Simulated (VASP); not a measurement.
The system is TaRu.

```
Ta Ru
1.0
     3.18700    0.00000    0.00000
     0.00000    3.18700    0.00000
     0.00000    0.00000    3.18700
Ta Ru
1 1
Direct
  0.50000 0.50000 0.50000
  0.00000 0.00000 0.00000
```

Base run:

| Property | Result |
| --- | --- |
| Program | VASP 6.6.1 |
| Functional | BLYP |
| Potentials or basis | VASP PAW PBE potentials, release 64 (Ta_sv_GW, Ru_sv) |
| Cutoff | 600 eV |
| k mesh | 9 × 9 × 9, shifted |
| Occupations | fermi-dirac, width 0.2 eV |
| Spin | no spin polarisation |

Its results: pressure 7.3 GPa.

Problem. The run is repeated on the same cell with these changes: functional from BLYP to r2SCAN; cutoff from 600 eV to 660 eV. What comes out?

Solution. Pressure -7.0 GPa.

Caveats: the PAW data sets were made with another functional, which shifts forces and pressure a little.
